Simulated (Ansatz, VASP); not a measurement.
One calculation of PbSe, two programs

```
Pb Se
1.0
     0.00000    3.12471    3.02597
     3.12471    0.00000    3.02597
     3.12471    3.12471    0.00000
Pb Se
1 1
Cartesian
  0.0000 0.0000 0.0000
  3.1247 3.1247 3.0260
```

Alike in both runs: task single point; functional PBE; dispersion D3(BJ); k mesh 10 × 10 × 10; occupations gaussian, width 0.03 eV; no spin polarisation.

|  | VASP | Ansatz |
| --- | --- | --- |
| version | VASP 6.6.1 | Ansatz 0.2.0 |
| potentials or method | VASP PAW PBE potentials, release 64 (Pb_d, Se), cutoff 520 eV | scalar-relativistic, plane waves, PAW |
| valence electrons in the cell | 20 | 30 |

|  | VASP | Ansatz | Ansatz less VASP |
| --- | --- | --- | --- |
| gap on the k mesh at the Fermi level (eV) | 0.36 | 0.35 | -0.005 |
| least direct gap on the mesh (eV) | 0.36 | 0.35 | -0.005 |
| pressure (GPa) | -1.0 | -1.0 | +0.02 |
| traceless stress, the component that is largest in VASP (GPa) | 2.56 | 2.55 | -0.007 |

VASP's potentials hold 20 valence electrons a cell and Ansatz's 30, so a difference there can come from the potentials and not from the codes.

Neither program's run includes spin-orbit coupling.
